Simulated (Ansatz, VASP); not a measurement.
## Two plane-wave programs on W2C

The input INCAR:

```
  PREC = Accurate
  ENCUT = 600
  EDIFF = 1E-6
  ISMEAR = 0
  SIGMA = 0.1
  LREAL = False
  LASPH = True
  NELM = 120
  ALGO = Normal
  ISIF = 2
  LWAVE = False
  LCHARG = False
  GGA = PE
  NBANDS = 23
  GGA_COMPAT = False
```

File KPOINTS:

```
Automatic mesh
0
Gamma
  6 6 4
```

The input POSCAR:

```
W2C
1.0
    3.0700456420      0.0000000000      0.0000000000
   -1.5350228210      2.6587375167      0.0000000000
    0.0000000000      0.0000000000      4.6784280000
W C
2 1
Direct
    0.3333333333      0.6666666667      0.7463310000
    0.6666666667      0.3333333333      0.2536690000
    0.0000000000      0.0000000000      0.0000000000
```

Input for Ansatz:

```yaml
crystal:
  lattice:
    - [3.070045642, 0.0, 0.0]
    - [-1.535022821, 2.6587375167, 0.0]
    - [0.0, 0.0, 4.678428]
  atoms:
    - { symbol: W, position: [0.3333333333, 0.6666666667, 0.746331] }
    - { symbol: W, position: [0.6666666667, 0.3333333333, 0.253669] }
    - { symbol: C, position: [0.0, 0.0, 0.0] }
basis:
  ecutwfc: 420
kpoints:
  mp_grid: { grid: [6, 6, 4] }
hamiltonian:
  xc: pbe
scf:
  occupations: { method: gaussian, width: 0.1 }
  convergence: { dr2_threshold: "1e-11 eV" }
output:
  forces: true
  stress: true
  eigenvalues: true
```

Alike in both runs: task single point; functional PBE; k mesh 6 × 6 × 4; occupations gaussian, width 0.1 eV; no spin polarisation.

```csv
,VASP,Ansatz
version,VASP 6.6.1,Ansatz 0.2.0
potentials or method,"VASP PAW PBE potentials, release 64 (W_sv, C), cutoff 600 eV","scalar-relativistic, plane waves, PAW"
valence electrons in the cell,32,32
```

|  | VASP | Ansatz | Ansatz less VASP |
| --- | --- | --- | --- |
| gap on the k mesh at the Fermi level (eV) | none | none | - |
| pressure (GPa) | -1.2 | -1.9 | -0.68 |
| traceless stress, the component that is largest in VASP (GPa) | -1.09 | -1.06 | +0.027 |
| rms of the force components (eV/Å) | 0.056 | 0.081 | +0.0246 |

Atom by atom the forces differ by 0.025 eV/Å (rms over components). A gap of «none» marks a metal or a gap that the smearing closes. The functional is the same, so the differences come from potentials, cutoffs and numerics.

The k mesh is coarse, so the values compare programs but aren't converged. Neither program's run includes spin-orbit coupling.
